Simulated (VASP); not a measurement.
# Zr3PN3 (Pm-3m) in VASP: a series of runs

Zr3PN3 is run at these levels: PBE; tasks: single point, relaxation of cell and atoms.

All numbers are computed with VASP 6.6.1; they aren't measurements. Logs are shortened: lines on timing, memory, paths and dates and some standing lists are left out, and cuts for length are marked.

## Step 1: The cell of the first run

It takes space group Pm-3m (No. 221, cubic). Conventional cell: a = 4.768 Å, b = 4.768 Å, c = 4.768 Å, α = 90.00°, β = 90.00°, γ = 90.00°. Zr (site symmetry 4/mmm) has 2 P at 2.38 Å and 4 N at 2.38 Å within 3.1 Å. P (site symmetry m-3m) has 6 Zr at 2.38 Å within 3.1 Å. Within 3.1 Å of N (site symmetry 4/mmm) lie 4 Zr at 2.38 Å.

The cell was built from a structure type or drawn by symmetry, and may not be a known phase.

## Step 2: Single point, PBE

Input file INCAR:

```
ALGO     = Normal         # electronic algorithm
EDIFF    = 1E-6           # SCF threshold, eV
ENCUT    = 520            # plane-wave cutoff, eV
GGA      = PE             # functional
ISIF     = 2              # what is computed and relaxed
ISMEAR   = 0              # smearing method
LASPH    = T              # aspherical terms in the spheres
LCHARG   = T              # write CHGCAR
LELF     = T              # ELF
LREAL    = F              # projectors in reciprocal space
LVHAR    = T            
LWAVE    = F              # write WAVECAR
NBANDS   = 37             # bands
NELM     = 60             # most SCF steps
PREC     = Accurate       # precision mode
SIGMA    = 0.1            # smearing width, eV
```

Input file KPOINTS:

```
k-points
0
Gamma
  4 4 4
```

Input file POSCAR:

```
Zr3PN3
1.0
    4.7680405088      0.0000000000      0.0000000000
    0.0000000000      4.7680405088      0.0000000000
    0.0000000000      0.0000000000      4.7680405088
Zr P N
3 1 3
Direct
    0.5000000000      0.5000000000      0.0000000000
    0.0000000000      0.5000000000      0.5000000000
    0.5000000000      0.0000000000      0.5000000000
    0.5000000000      0.5000000000      0.5000000000
    0.5000000000      0.0000000000      0.0000000000
    0.0000000000      0.5000000000      0.0000000000
    0.0000000000      0.0000000000      0.5000000000
```

Potentials or basis: VASP PAW PBE potentials, release 64 (Zr_sv, P, N).

Command:

```bash
$ cat potpaw_PBE.64/Zr_sv/POTCAR potpaw_PBE.64/P/POTCAR potpaw_PBE.64/N/POTCAR > POTCAR
$ mpirun -np 1 vasp_std > vasp.out
```

OUTCAR:

```text
EDIFF = 1E-6
   ENCUT = 520
   GGA = PE
   ISIF = 2
   ISMEAR = 0
   LASPH = T
   LREAL = F
   NELM = 60
   PREC = Accurate

 ion  position               nearest neighbor table
   1  0.500  0.500  0.000-   4 2.38   5 2.38   6 2.38   4 2.38   5 2.38   6 2.38   3 3.37   3 3.37
                             3 3.37   2 3.37   3 3.37   2 3.37   2 3.37   2 3.37
   2  0.000  0.500  0.500-   4 2.38   6 2.38   7 2.38   6 2.38   7 2.38   4 2.38   3 3.37   3 3.37
                             1 3.37   1 3.37   3 3.37   1 3.37   1 3.37   3 3.37
   3  0.500  0.000  0.500-   4 2.38   5 2.38   7 2.38   5 2.38   4 2.38   7 2.38   2 3.37   1 3.37
                             2 3.37   1 3.37   1 3.37   2 3.37   1 3.37   2 3.37
   4  0.500  0.500  0.500-   1 2.38   2 2.38   3 2.38   1 2.38   3 2.38   2 2.38
   5  0.500  0.000  0.000-   1 2.38   3 2.38   3 2.38   1 2.38
   6  0.000  0.500  0.000-   1 2.38   2 2.38   2 2.38   1 2.38
   7  0.000  0.000  0.500-   2 2.38   3 2.38   2 2.38   3 2.38

  LATTYP: Found a simple cubic cell.
 ALAT       =     4.7680405088

  Lattice vectors:

 A1 = (   4.7680405088,   0.0000000000,   0.0000000000)
 A2 = (   0.0000000000,   4.7680405088,   0.0000000000)
 A3 = (   0.0000000000,   0.0000000000,   4.7680405088)

Analysis of symmetry for initial positions (statically):
=====================================================================
 Subroutine PRICEL returns:
 Original cell was already a primitive cell.

 Routine SETGRP: Setting up the symmetry group for a
 simple cubic supercell.

 Subroutine GETGRP returns: Found 48 space group operations
 (whereof 48 operations were pure point group operations)
 out of a pool of 48 trial point group operations.

The static configuration has the point symmetry O_h .

Analysis of symmetry for dynamics (positions and initial velocities):
=====================================================================
 Subroutine PRICEL returns:
 Original cell was already a primitive cell.

 Routine SETGRP: Setting up the symmetry group for a
 simple cubic supercell.

 Subroutine GETGRP returns: Found 48 space group operations
 (whereof 48 operations were pure point group operations)
 out of a pool of 48 trial point group operations.

The dynamic configuration has the point symmetry O_h .

 Subroutine INISYM returns: Found 48 space group operations
 (whereof 48 operations are pure point group operations),
 and found     1 'primitive' translations

----------------------------------------------------------------------------------------

                                     Primitive cell

  volume of cell :     108.3976

  direct lattice vectors                    reciprocal lattice vectors
     4.768040509  0.000000000  0.000000000     0.209729762  0.000000000  0.000000000
     0.000000000  4.768040509  0.000000000     0.000000000  0.209729762  0.000000000
     0.000000000  0.000000000  4.768040509     0.000000000  0.000000000  0.209729762

  length of vectors
     4.768040509  4.768040509  4.768040509     0.209729762  0.209729762  0.209729762

  position of ions in fractional coordinates (direct lattice)
     0.500000000  0.500000000  0.000000000
     0.000000000  0.500000000  0.500000000
     0.500000000  0.000000000  0.500000000
     0.500000000  0.500000000  0.500000000
     0.500000000  0.000000000  0.000000000
     0.000000000  0.500000000  0.000000000
     0.000000000  0.000000000  0.500000000

  ion indices of the primitive-cell ions
   primitive index   ion index
                 1           1
                 2           2
                 3           3
                 4           4
                 5           5
                 6           6
                 7           7

----------------------------------------------------------------------------------------

 KPOINTS: k-points

Automatic generation of k-mesh.
 Grid dimensions read from file:
 generate k-points for:    4    4    4

 Generating k-lattice:

  Cartesian coordinates                     Fractional coordinates (reciprocal lattice)
     0.052432440  0.000000000  0.000000000     0.250000000  0.000000000  0.000000000
     0.000000000  0.052432440  0.000000000     0.000000000  0.250000000  0.000000000
     0.000000000  0.000000000  0.052432440     0.000000000  0.000000000  0.250000000

  Length of vectors
     0.052432440  0.052432440  0.052432440

  Shift w.r.t. Gamma in fractional coordinates (k-lattice)
     0.000000000  0.000000000  0.000000000

 Subroutine IBZKPT returns following result:
 ===========================================

 Found     10 irreducible k-points:

 Following reciprocal coordinates:
            Coordinates               Weight
  0.000000  0.000000  0.000000      1.000000
  0.250000  0.000000  0.000000      6.000000
  0.500000  0.000000  0.000000      3.000000
  0.250000  0.250000  0.000000     12.000000
  0.500000  0.250000  0.000000     12.000000
  0.500000  0.500000  0.000000      3.000000
  0.250000  0.250000  0.250000      8.000000
  0.500000  0.250000  0.250000     12.000000
  0.500000  0.500000  0.250000      6.000000
  0.500000  0.500000  0.500000      1.000000
   k-points           NKPTS =     10   k-points in BZ     NKDIM =     10   number of bands    NBANDS=     37
   number of dos      NEDOS =    301   number of ions     NIONS =      7
   total plane-waves  NPLWV =  46656
   dimension x,y,z NGX =    36 NGY =   36 NGZ =   36
   dimension x,y,z NGXF=    72 NGYF=   72 NGZF=   72
   ions per type =               3   1   3
   NGX,Y,Z   is equivalent  to a cutoff of  12.55, 12.55, 12.55 a.u.
   NGXF,Y,Z  is equivalent  to a cutoff of  25.10, 25.10, 25.10 a.u.
 SYSTEM =  unknown system
   PREC   = accura    normal or accurate (medium, high low for compatibility)
   ISTART =      0    job   : 0-new  1-cont  2-samecut
   ICHARG =      2    charge: 1-file 2-atom 10-const
   ISPIN  =      1    spin polarized calculation?
   LNONCOLLINEAR =      F non collinear calculations
   LSORBIT =      F    spin-orbit coupling
   LASPH  =      T    aspherical Exc in radial PAW
   ENCUT  =  520.0 eV  38.22 Ry    6.18 a.u.   8.87  8.87  8.87*2*pi/ulx,y,z
   NELM   =     60;   NELMIN=  2; NELMDL= -5     # of ELM steps
   EDIFF  = 0.1E-05   stopping-criterion for ELM
   LREAL  =      F    real-space projection
   EDIFFG = 0.1E-04   stopping-criterion for IOM
   NSW    =      0    number of steps for IOM
   IBRION =     -1    ionic relax: 0-MD 1-quasi-New 2-CG
   NFREE  =      0    steps in history (QN), initial steepest desc. (CG)
   ISIF   =      2    stress and relaxation
   ISYM   =      2    0-nonsym 1-usesym 2-fastsym
   POTIM  = 0.5000    time-step for ionic-motion
   TEBEG  =    0.0;   TEEND  =   0.0 temperature during run
   PSTRESS=    0.0 pullay stress
   NELECT =      56.0000    total number of electrons
   NUPDOWN=      -1.0000    fix difference up-down
   EMIN   =  10.00;   EMAX   =-10.00  energy-range for DOS
   EFERMI =   0.00;   METHOD = LEGACY
   ISMEAR =     0;   SIGMA  =   0.10  broadening in eV -4-tet -1-fermi 0-gaus
   EFERMI_NEDOS =   21; number of points for ismear=-14 and -15
   IALGO  =     38    algorithm
   IMIX   =      4    mixing-type and parameters
     AMIX     =   0.40;   BMIX     =  1.00
     AMIX_MAG =   1.60;   BMIX_MAG =  1.00
  volume/ion in A,a.u.               =      15.49       104.50
  Fermi-wavevector in a.u.,A,eV,Ry     =   1.313603  2.482350 23.477583  1.725554
  Thomas-Fermi vector in A             =   2.443915
   LORBIT       =      0    0 simple, 1 ext, 2 COOP (PROOUT), +10 PAW based schemes
   GGA     = PE    functional components
   LHFCALC =     F    Hartree Fock is set to
   AEXX    =    0.0000 exact exchange contribution
   IVDW    =     0    specifies the selected vdW correction
   LEPSILON=     F    determine dielectric tensor
   LRPA    =     F    only Hartree local field effects (RPA)
 non-spin polarized calculation
 Gauss-broadening in eV      SIGMA  =   0.10
  energy-cutoff  :      520.00
  volume of cell :      108.40
 maximum number of plane-waves:      2968
 NGX is ok and might be reduce to    36
   NGX = 17   NGY = 17   NGZ = 17

 number of electron      55.9999994 magnetization

 Free energy of the ion-electron system (eV)
  ---------------------------------------------------
  ext. energy  EPLUGINS =         0.00000000
  ---------------------------------------------------
  free energy    TOTEN  =       -60.31056351 eV

  energy without entropy =      -60.27890923  energy(sigma->0) =      -60.29473637

 E-fermi :   7.1618     XC(G=0): -10.9226

 val. band max:        7.1495562077   @ k =   0.0000   0.0000   0.0000
 cond. band min:       7.2012717715   @ k =   0.5000   0.2500   0.0000
 fundamental gap:      0.0517155638
 Fermi energy:         7.1617687652

 k-point     1 :       0.0000    0.0000    0.0000
  band No.  band energies     occupation
      1     -41.7019      2.00000
      2     -41.6132      2.00000
      3     -41.6132      2.00000
      4     -20.1964      2.00000
      5     -20.1964      2.00000
      6     -20.1964      2.00000
[... 29 lines left out ...]
     36       9.6256      0.00000
     37      11.4069      0.00000

 k-point     2 :       0.2500    0.0000    0.0000
  band No.  band energies     occupation
      1     -41.6905      2.00000
      2     -41.6242      2.00000
      3     -41.6130      2.00000
      4     -20.1750      2.00000
      5     -20.1746      2.00000
      6     -20.1746      2.00000
[... 29 lines left out ...]
     36      10.5626      0.00000
     37      11.4020      0.00000
[... 278 lines left out ...]
     36      11.0438      0.00000
     37      11.3785      0.00000

 k-point    10 :       0.5000    0.5000    0.5000
  band No.  band energies     occupation
      1     -41.6414      2.00000
      2     -41.6414      2.00000
      3     -41.6414      2.00000
      4     -20.6703      2.00000
      5     -19.8604      2.00000
      6     -19.8604      2.00000
[... 29 lines left out ...]
     36      11.5458      0.00000
     37      11.5466      0.00000

------------------------ aborting loop because EDIFF is reached ----------------------------------------

  FORCE on cell =-STRESS in cart. coord.  units (eV):
  Direction    XX          YY          ZZ          XY          YZ          ZX
  --------------------------------------------------------------------------------------
  -------------------------------------------------------------------------------------
  Total       -0.0177164     -0.0177164     -0.0177164      0.0000000     -0.0000000      0.0000000
  in kB       -0.2618588     -0.2618588     -0.2618588      0.0000000     -0.0000000      0.0000000
  external PRESSURE =      -0.2618588 kB  Pullay stress =       0.0000000 kB

 VOLUME and BASIS-vectors are now :
 -----------------------------------------------------------------------------
  energy-cutoff  :      520.00
  volume of cell :      108.40
      direct lattice vectors                 reciprocal lattice vectors
     4.768040509  0.000000000  0.000000000     0.209729762  0.000000000  0.000000000
     0.000000000  4.768040509  0.000000000     0.000000000  0.209729762  0.000000000
     0.000000000  0.000000000  4.768040509     0.000000000  0.000000000  0.209729762

 POSITION                                       TOTAL-FORCE (eV/Angst)
 -----------------------------------------------------------------------------------
      2.38402      2.38402      0.00000         0.000000      0.000000      0.000000
      0.00000      2.38402      2.38402         0.000000      0.000000      0.000000
      2.38402      0.00000      2.38402         0.000000      0.000000      0.000000
      2.38402      2.38402      2.38402         0.000000      0.000000      0.000000
      2.38402      0.00000      0.00000         0.000000      0.000000      0.000000
      0.00000      2.38402      0.00000         0.000000      0.000000      0.000000
      0.00000      0.00000      2.38402         0.000000      0.000000      0.000000
 -----------------------------------------------------------------------------------
    total drift:                                0.000000      0.000000      0.000000

  FREE ENERGIE OF THE ION-ELECTRON SYSTEM (eV)
  ---------------------------------------------------
  free  energy   TOTEN  =       -60.3105635105 eV

  energy  without entropy=      -60.2789092345  energy(sigma->0) =      -60.29473637
```

Run time: 26 s. Hardware: 1 thread of AMD EPYC 9R45 (Zen 5), shared host; peak memory 0.18 GiB.

Results:

```yaml
Free_energy: -60.3106 eV
Pressure: 0.0 GPa
Band_gap_on_the_k_mesh: zero (bands 28 and 29 overlap by 1.14 eV)
```

Levels at points of the mesh, in eV from the Fermi level:
```csv
k point,band 25,band 26,band 27,band 28,band 29,band 30,band 31,band 32
"(0.00, 0.00, 0.00)",-1.00,-0.81,-0.81,-0.81,-0.01,-0.01,-0.01,1.13
"(0.50, 0.00, 0.00)",-0.94,-0.94,-0.82,-0.82,-0.78,1.27,1.81,1.81
"(0.50, 0.50, 0.00)",-2.27,-2.27,-1.98,0.36,1.94,1.94,2.24,3.35
"(0.50, 0.50, 0.50)",-3.34,-3.34,-0.14,-0.14,3.33,3.33,3.33,3.96
```

## Step 3: Relaxation of cell and atoms, PBE

This run uses another cell than the first one, of 14.73 Å³/atom.

Input file INCAR:

```
PREC     = Accurate       # precision mode
ENCUT    = 600            # plane-wave cutoff, eV
EDIFF    = 1E-7           # SCF threshold, eV
ISMEAR   = 0              # smearing method
SIGMA    = 0.1            # smearing width, eV
LREAL    = False          # projectors in reciprocal space
LASPH    = True           # aspherical terms in the spheres
NELM     = 60             # most SCF steps
ALGO     = Normal         # electronic algorithm
ISIF     = 3              # what is computed and relaxed
LWAVE    = False          # write WAVECAR
LCHARG   = False          # write CHGCAR
GGA      = PE             # functional
IBRION   = 2              # ionic algorithm
NSW      = 90             # ionic steps
EDIFFG   = -0.04          # ionic threshold
```

Input file KPOINTS:

```
regular mesh
0
Gamma
  4 4 4
```

Edit POSCAR of step 2 so:

```diff
@@ -2,5 +2,5 @@
 1.0
-    4.7680405088      0.0000000000      0.0000000000
-    0.0000000000      4.7680405088      0.0000000000
-    0.0000000000      0.0000000000      4.7680405088
+    4.6889980300      0.0000000000      0.0000000000
+    0.0000000000      4.6889980300      0.0000000000
+    0.0000000000      0.0000000000      4.6889980300
 Zr P N
```

Potentials or basis: VASP PAW PBE potentials, release 64 (Zr_sv, P, N).

Command:

```bash
$ cat potpaw_PBE.64/Zr_sv/POTCAR potpaw_PBE.64/P/POTCAR potpaw_PBE.64/N/POTCAR > POTCAR
$ mpirun -np 1 vasp_std > vasp.out
```

It took 76 s on 1 thread of AMD EPYC 9R45 (Zen 5), shared host; peak memory 0.24 GiB.

Results (log left out):

* Free energy: -60.3102 eV
* Relaxed volume: 15.49 Å³/atom
* Relaxed cell: a = 4.769 Å, b = 4.769 Å, c = 4.769 Å, α = 90.00°, β = 90.00°, γ = 90.00°
* Space group after relaxing (to 0.1 Å): Pm-3m (No. 221)
* Energy gained by relaxing: 20.1 meV/atom
* Ionic steps: 3
* Pressure after relaxing: -0.1 GPa
* Band gap on the k mesh: zero (bands 28 and 29 overlap by 1.14 eV)

Step by step:
```csv
step,energy change (eV),largest force (eV/Å),pressure (GPa),volume (Å³)
1,0.0000,0.0000,8.98,103.10
2,0.0982,0.0000,-9.56,115.91
3,-0.1409,0.0000,-0.13,108.43
```

Final structure:
```xyz
7
Lattice="4.7685 0.0000 0.0000 0.0000 4.7685 0.0000 0.0000 0.0000 4.7685" Properties=species:S:1:pos:R:3 pbc="T T T"
Zr    2.3843    2.3843    0.0000
Zr    0.0000    2.3843    2.3843
Zr    2.3843    0.0000    2.3843
P     2.3843    2.3843    2.3843
N     2.3843    0.0000    0.0000
N     0.0000    2.3843    0.0000
N     0.0000    0.0000    2.3843
```

Levels at points of the mesh, in eV from the Fermi level:
```csv
k point,band 26,band 27,band 28,band 29,band 30,band 31
"(0.00, 0.00, 0.00)",-0.81,-0.81,-0.81,-0.01,-0.01,-0.01
"(0.50, 0.00, 0.00)",-0.94,-0.82,-0.82,-0.78,1.27,1.81
"(0.50, 0.50, 0.00)",-2.27,-1.97,0.36,1.94,1.94,2.24
"(0.50, 0.50, 0.50)",-3.34,-0.14,-0.14,3.32,3.32,3.32
```
